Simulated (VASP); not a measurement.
# Mo6CO in VASP: a series of runs

Runs on Mo6CO. Level: PBE. Tasks: single point.

All numbers are computed with VASP 6.6.1; they aren't measurements. Logs are shortened: lines on timing, memory, paths and dates and some standing lists are left out, and cuts for length are marked.

**1. The cell of the first run**

The cell holds a slab with vacuum, 8 atoms: a = 4.470 Å, b = 4.470 Å, c = 22.260 Å, α = 90.00°, β = 90.00°, γ = 120.00°.

**2. Single point, PBE**

Input file INCAR:

```
SYSTEM = Mo6CO
ALGO     = Normal         ! electronic algorithm
DIPOL    = 0.5 0.5 0.328
EDIFF    = 1E-6           ! SCF threshold, eV
ENCUT    = 520            ! plane-wave cutoff, eV
GGA      = PE             ! functional
IDIPOL   = 3            
ISIF     = 2              ! what is computed and relaxed
ISMEAR   = 0              ! smearing method
LASPH    = .True.         ! aspherical terms in the spheres
LCHARG   = .True.         ! write CHGCAR
LDIPOL   = .True.       
LELF     = .True.         ! ELF
LREAL    = .False.        ! projectors in reciprocal space
LVACPOTAV= .True.       
LVHAR    = .True.       
LWAVE    = .False.        ! write WAVECAR
NBANDS   = 57             ! bands
NELM     = 60             ! most SCF steps
PREC     = Accurate       ! precision mode
SIGMA    = 0.1            ! smearing width, eV
```

Input file KPOINTS:

```
k-points
0
Gamma
  6 6 1
  0 0 0
```

Input file POSCAR:

```
Mo6CO
1.0
    4.4695765303      0.0000000000      0.0000000000
   -2.2347882651      3.8707668194      0.0000000000
    0.0000000000      0.0000000000     22.2595667262
Mo C O
6 1 1
Direct
    0.6666666667      0.3333333333      0.1796980170
    0.3333333333      0.6666666667      0.2206848206
    0.0000000000      0.0000000000      0.2616716241
    0.6666666667      0.3333333333      0.2990464568
    0.3333333333      0.6666666667      0.3355219825
    0.0000000000      0.0000000000      0.3710569405
    0.1666666667      0.3333333333      0.4537180283
    0.2415872221      0.4831744442      0.4988487122
```

Potentials or basis: VASP PAW PBE potentials, release 64 (Mo_sv, C, O).

On the command line:

```console
cat potpaw_PBE.64/Mo_sv/POTCAR potpaw_PBE.64/C/POTCAR potpaw_PBE.64/O/POTCAR > POTCAR
mpirun -np 1 vasp_std > vasp.out
```

OUTCAR:

```text
SYSTEM = Mo6CO
   EDIFF = 1E-6
   ENCUT = 520
   GGA = PE
   ISIF = 2
   ISMEAR = 0
   LASPH = .True.
   LREAL = .False.
   NELM = 60
   PREC = Accurate

 ion  position               nearest neighbor table
   1  0.667  0.333  0.180-   4 2.66   2 2.74   2 2.74   2 2.74   3 3.16   3 3.16   3 3.16
   2  0.333  0.667  0.221-   5 2.56   3 2.74   3 2.74   3 2.74   1 2.74   1 2.74   1 2.74   4 3.11
                             4 3.11   4 3.11
   3  0.000  0.000  0.262-   6 2.43   4 2.71   4 2.71   4 2.71   2 2.74   2 2.74   2 2.74   5 3.06
                             5 3.06   5 3.06   1 3.16   1 3.16   1 3.16
   4  0.667  0.333  0.299-   1 2.66   5 2.71   5 2.71   5 2.71   3 2.71   3 2.71   3 2.71   6 3.04
                             6 3.04   6 3.04   2 3.11   2 3.11   2 3.11
   5  0.333  0.667  0.336-   2 2.56   6 2.70   6 2.70   6 2.70   4 2.71   4 2.71   4 2.71   3 3.06
                             3 3.06   3 3.06
   6  0.000  0.000  0.371-   7 2.25   3 2.43   5 2.70   5 2.70   5 2.70   4 3.04   4 3.04   4 3.04

   7  0.167  0.333  0.454-   8 1.16   6 2.25
   8  0.242  0.483  0.499-   7 1.16

  LATTYP: Found a hexagonal cell.
 ALAT       =     4.4695765303
 C/A-ratio  =     4.9802406504

  Lattice vectors:

 A1 = (   4.4695765303,   0.0000000000,   0.0000000000)
 A2 = (  -2.2347882651,   3.8707668194,   0.0000000000)
 A3 = (   0.0000000000,   0.0000000000,  22.2595667262)

Analysis of symmetry for initial positions (statically):
=====================================================================
 Subroutine PRICEL returns:
 Original cell was already a primitive cell.

 Routine SETGRP: Setting up the symmetry group for a
 hexagonal supercell.

 Subroutine GETGRP returns: Found  2 space group operations
 (whereof  2 operations were pure point group operations)
 out of a pool of 24 trial point group operations.

The static configuration has the point symmetry C_1h.

Analysis of symmetry for dynamics (positions and initial velocities):
=====================================================================
 Subroutine PRICEL returns:
 Original cell was already a primitive cell.

 Routine SETGRP: Setting up the symmetry group for a
 hexagonal supercell.

 Subroutine GETGRP returns: Found  2 space group operations
 (whereof  2 operations were pure point group operations)
 out of a pool of 24 trial point group operations.

The dynamic configuration has the point symmetry C_1h.

 Subroutine INISYM returns: Found  2 space group operations
 (whereof  2 operations are pure point group operations),
 and found     1 'primitive' translations

----------------------------------------------------------------------------------------

                                     Primitive cell

  volume of cell :     385.1058

  direct lattice vectors                    reciprocal lattice vectors
     4.469576530  0.000000000  0.000000000     0.223734842  0.129173371  0.000000000
    -2.234788265  3.870766819  0.000000000     0.000000000  0.258346743  0.000000000
     0.000000000  0.000000000 22.259566726     0.000000000  0.000000000  0.044924504

  length of vectors
     4.469576530  4.469576530 22.259566726     0.258346743  0.258346743  0.044924504

  position of ions in fractional coordinates (direct lattice)
     0.666666667  0.333333333  0.179698017
     0.333333333  0.666666667  0.220684821
     0.000000000  0.000000000  0.261671624
     0.666666667  0.333333333  0.299046457
     0.333333333  0.666666667  0.335521982
     0.000000000  0.000000000  0.371056940
     0.166666667  0.333333333  0.453718028
     0.241587222  0.483174444  0.498848712

  ion indices of the primitive-cell ions
   primitive index   ion index
                 1           1
                 2           2
                 3           3
                 4           4
                 5           5
                 6           6
                 7           7
                 8           8

----------------------------------------------------------------------------------------

 KPOINTS: k-points

Automatic generation of k-mesh.
 Grid dimensions read from file:
 generate k-points for:    6    6    1

 Generating k-lattice:

  Cartesian coordinates                     Fractional coordinates (reciprocal lattice)
     0.037289140  0.021528895  0.000000000     0.166666667  0.000000000  0.000000000
     0.000000000  0.043057790  0.000000000     0.000000000  0.166666667  0.000000000
     0.000000000  0.000000000  0.044924504     0.000000000  0.000000000  1.000000000

  Length of vectors
     0.043057790  0.043057790  0.044924504

  Shift w.r.t. Gamma in fractional coordinates (k-lattice)
     0.000000000  0.000000000  0.000000000

 Subroutine IBZKPT returns following result:
 ===========================================

 Found     13 irreducible k-points:

 Following reciprocal coordinates:
            Coordinates               Weight
  0.000000  0.000000  0.000000      1.000000
  0.166667  0.000000  0.000000      4.000000
  0.000000  0.166667  0.000000      2.000000
  0.333333  0.000000  0.000000      4.000000
  0.000000  0.333333  0.000000      2.000000
  0.500000  0.000000  0.000000      2.000000
  0.000000  0.500000  0.000000      1.000000
  0.166667  0.166667  0.000000      4.000000
 -0.333333  0.166667  0.000000      2.000000
  0.333333  0.166667  0.000000      4.000000
 -0.166667  0.500000  0.000000      4.000000
  0.500000  0.333333  0.000000      4.000000
  0.333333  0.333333  0.000000      2.000000
   k-points           NKPTS =     13   k-points in BZ     NKDIM =     13   number of bands    NBANDS=     57
   number of dos      NEDOS =    301   number of ions     NIONS =      8
   total plane-waves  NPLWV = 217728
   dimension x,y,z NGX =    36 NGY =   36 NGZ =  168
   dimension x,y,z NGXF=    72 NGYF=   72 NGZF=  336
   ions per type =               6   1   1
   NGX,Y,Z   is equivalent  to a cutoff of  13.39, 13.39, 12.55 a.u.
   NGXF,Y,Z  is equivalent  to a cutoff of  26.78, 26.78, 25.09 a.u.
 SYSTEM =  Mo6CO
   PREC   = accura    normal or accurate (medium, high low for compatibility)
   ISTART =      0    job   : 0-new  1-cont  2-samecut
   ICHARG =      2    charge: 1-file 2-atom 10-const
   ISPIN  =      1    spin polarized calculation?
   LNONCOLLINEAR =      F non collinear calculations
   LSORBIT =      F    spin-orbit coupling
   LASPH  =      T    aspherical Exc in radial PAW
   ENCUT  =  520.0 eV  38.22 Ry    6.18 a.u.   8.31  8.31 41.39*2*pi/ulx,y,z
   NELM   =     60;   NELMIN=  2; NELMDL= -5     # of ELM steps
   EDIFF  = 0.1E-05   stopping-criterion for ELM
   LREAL  =      F    real-space projection
   EDIFFG = 0.1E-04   stopping-criterion for IOM
   NSW    =      0    number of steps for IOM
   IBRION =     -1    ionic relax: 0-MD 1-quasi-New 2-CG
   NFREE  =      0    steps in history (QN), initial steepest desc. (CG)
   ISIF   =      2    stress and relaxation
   ISYM   =      2    0-nonsym 1-usesym 2-fastsym
   POTIM  = 0.5000    time-step for ionic-motion
   TEBEG  =    0.0;   TEEND  =   0.0 temperature during run
   PSTRESS=    0.0 pullay stress
   NELECT =      94.0000    total number of electrons
   NUPDOWN=      -1.0000    fix difference up-down
   EMIN   =  10.00;   EMAX   =-10.00  energy-range for DOS
   EFERMI =   0.00;   METHOD = LEGACY
   ISMEAR =     0;   SIGMA  =   0.10  broadening in eV -4-tet -1-fermi 0-gaus
   EFERMI_NEDOS =   21; number of points for ismear=-14 and -15
   IALGO  =     38    algorithm
   IMIX   =      4    mixing-type and parameters
     AMIX     =   0.40;   BMIX     =  1.00
     AMIX_MAG =   1.60;   BMIX_MAG =  1.00
  volume/ion in A,a.u.               =      48.14       324.85
  Fermi-wavevector in a.u.,A,eV,Ry     =   1.023114  1.933405 14.242069  1.046763
  Thomas-Fermi vector in A             =   2.156830
   LORBIT       =      0    0 simple, 1 ext, 2 COOP (PROOUT), +10 PAW based schemes
   GGA     = PE    functional components
   LHFCALC =     F    Hartree Fock is set to
   AEXX    =    0.0000 exact exchange contribution
   IVDW    =     0    specifies the selected vdW correction
   LEPSILON=     F    determine dielectric tensor
   LRPA    =     F    only Hartree local field effects (RPA)
 non-spin polarized calculation
 Gauss-broadening in eV      SIGMA  =   0.10
  energy-cutoff  :      520.00
  volume of cell :      385.11
 maximum number of plane-waves:     10413
 NGX is ok and might be reduce to    36
   NGX = 17   NGY = 17   NGZ = 83

 dipolmoment           0.000000      0.000000     -0.724039 electrons x Angstroem

 number of electron      94.0000010 magnetization

 dipolmoment           0.000000      0.000000      0.144194 electrons x Angstroem

 Free energy of the ion-electron system (eV)
  ---------------------------------------------------
  ext. energy  EPLUGINS =         0.00000000
  ---------------------------------------------------
  free energy    TOTEN  =       -74.71034051 eV

  energy without entropy =      -74.66893893  energy(sigma->0) =      -74.68963972

 E-fermi :   0.3153     XC(G=0):  -4.8205

 val. band max:        0.3090763373   @ k =   0.3333   0.1667   0.0000
 cond. band min:       0.3586787086   @ k =   0.3333   0.3333   0.0000
 fundamental gap:      0.0496023713
 Fermi energy:         0.3153113221

 k-point     1 :       0.0000    0.0000    0.0000
  band No.  band energies     occupation
      1     -60.8325      2.00000
      2     -60.5953      2.00000
      3     -60.5529      2.00000
      4     -60.5313      2.00000
      5     -60.3811      2.00000
      6     -60.3310      2.00000
[... 49 lines left out ...]
     56       2.3755      0.00000
     57       2.3958      0.00000

 k-point     2 :       0.1667    0.0000    0.0000
  band No.  band energies     occupation
      1     -60.8111      2.00000
      2     -60.5960      2.00000
      3     -60.5592      2.00000
      4     -60.5302      2.00000
      5     -60.3860      2.00000
      6     -60.3427      2.00000
[... 654 lines left out ...]
      1     -60.6745      2.00000
      2     -60.6449      2.00000
      3     -60.6170      2.00000
      4     -60.4911      2.00000
      5     -60.4099      2.00000
      6     -60.3917      2.00000
[... 49 lines left out ...]
     56       1.9729      0.00000
     57       2.2241      0.00000

------------------------ aborting loop because EDIFF is reached ----------------------------------------

  FORCE on cell =-STRESS in cart. coord.  units (eV):
  Direction    XX          YY          ZZ          XY          YZ          ZX
  --------------------------------------------------------------------------------------
  -------------------------------------------------------------------------------------
  Total       -4.9017363     -5.2301768     -1.3351947     -0.0000000     -1.0551072     -0.0000000
  in kB      -20.3929678    -21.7593971     -5.5548851     -0.0000000     -4.3896214     -0.0000000
  external PRESSURE =     -15.9024167 kB  Pullay stress =       0.0000000 kB

 VOLUME and BASIS-vectors are now :
 -----------------------------------------------------------------------------
  energy-cutoff  :      520.00
  volume of cell :      385.11
      direct lattice vectors                 reciprocal lattice vectors
     4.469576530  0.000000000  0.000000000     0.223734842  0.129173371  0.000000000
    -2.234788265  3.870766819  0.000000000     0.000000000  0.258346743  0.000000000
     0.000000000  0.000000000 22.259566726     0.000000000  0.000000000  0.044924504

 POSITION                                       TOTAL-FORCE (eV/Angst)
 -----------------------------------------------------------------------------------
      2.23479      1.29026      4.00000        -0.000000     -0.041677      1.576337
     -0.00000      2.58051      4.91235        -0.000000     -0.059834     -0.273178
      0.00000      0.00000      5.82470         0.000000      0.200961     -2.225045
      2.23479      1.29026      6.65664         0.000000      0.083850     -0.677304
     -0.00000      2.58051      7.46857         0.000000      0.092653      0.491585
      0.00000      0.00000      8.25957         0.000000      0.123910      2.157973
      0.00000      1.29026     10.09957        -0.000000     -0.404042     -1.404251
      0.00000      1.87026     11.10416         0.000000      0.004181      0.353882
 -----------------------------------------------------------------------------------
    total drift:                                0.000000     -0.000102     -0.000212

  FREE ENERGIE OF THE ION-ELECTRON SYSTEM (eV)
  ---------------------------------------------------
  free  energy   TOTEN  =       -74.7103405051 eV

  energy  without entropy=      -74.6689389265  energy(sigma->0) =      -74.68963972

 vacuum level on the upper side and lower side of the slab         5.283         3.774
```

Run time: 6.4 min. Hardware: 1 thread of Intel Xeon 6975P-C (Granite Rapids), shared host; peak memory 0.63 GiB.

Results:

```
Free energy            : -74.7103 eV
Largest force          : 2.234 eV/Å
Band gap on the k mesh : zero (filled and empty bands touch)
```

Forces in eV/Å, atoms in the order of the input:
```
Mo   0.000 -0.042  1.576
Mo   0.000 -0.060 -0.273
Mo   0.000  0.201 -2.225
Mo   0.000  0.084 -0.677
Mo   0.000  0.093  0.492
Mo   0.000  0.124  2.158
C    0.000 -0.404 -1.404
O    0.000  0.004  0.354
```

**3. Single point, PBE**

Input file INCAR:

```
SYSTEM = Mo6CO
PREC = Accurate ; ENCUT = 520
EDIFF = 1E-6 ; ISMEAR = 0
SIGMA = 0.1 ; LREAL = .False.
LASPH = .True. ; NELM = 100
ALGO = Normal ; ISIF = 2
LWAVE = .False. ; LCHARG = .False.
LDIPOL = .True. ; IDIPOL = 3
DIPOL = 0.5 0.5 0.333 ; GGA = PE
NBANDS = 57
```

Input file KPOINTS:

```
regular mesh
0
Gamma
  6 6 1
  0 0 0
```

Edit POSCAR of step 2 so:

```diff
@@ -14,3 +14,3 @@
     0.0000000000      0.0000000000      0.3710569405
-    0.1666666667      0.3333333333      0.4537180283
-    0.2415872221      0.4831744442      0.4988487122
+    0.1666666667      0.3333333333      0.4752817904
+    0.2415872221      0.4831744442      0.5204124742
```

Potentials or basis: VASP PAW PBE potentials, release 64 (Mo_sv, C, O).

On the command line:

```console
cat potpaw_PBE.64/Mo_sv/POTCAR potpaw_PBE.64/C/POTCAR potpaw_PBE.64/O/POTCAR > POTCAR
mpirun -np 1 vasp_std > vasp.out
```

Wall time 6.3 min (1 thread of Intel Xeon 6975P-C (Granite Rapids), shared host); peak memory 0.63 GiB.

The run converged. Its results:

| Quantity | Value |
| --- | --- |
| Free energy | -74.1376 eV |
| Largest force | 1.863 eV/Å |
| Band gap on the k mesh | zero (filled and empty bands overlap) |

Forces on the atoms (eV/Å):
```
Mo   0.000 -0.050  1.464
Mo   0.000  0.005 -0.181
Mo   0.000  0.040 -1.863
Mo   0.000  0.123 -0.469
Mo   0.000  0.146  0.299
Mo   0.000  0.257  1.819
C    0.000 -0.107 -0.430
O    0.000 -0.414 -0.639
```

Levels at points of the mesh, in eV from the Fermi level:
| k point | band 43 | band 44 | band 45 | band 46 | band 47 | band 48 | band 49 | band 50 | band 51 | band 52 |
| --- | --- | --- | --- | --- | --- | --- | --- | --- | --- | --- |
| (0.00, 0.00, 0.00) | -1.26 | -1.25 | -1.23 | -1.22 | -0.80 | 0.20 | 1.00 | 1.01 | 1.18 | 1.19 |
| (0.50, 0.00, 0.00) | -1.44 | -1.30 | -0.73 | -0.30 | 0.03 | 0.04 | 0.14 | 0.67 | 1.22 | 1.32 |
| (0.00, 0.50, 0.00) | -1.44 | -1.18 | -0.63 | -0.43 | 0.01 | 0.05 | 0.37 | 0.57 | 1.14 | 1.44 |

The gap in the log of VASP goes by the Fermi energy; the results here count the filled bands.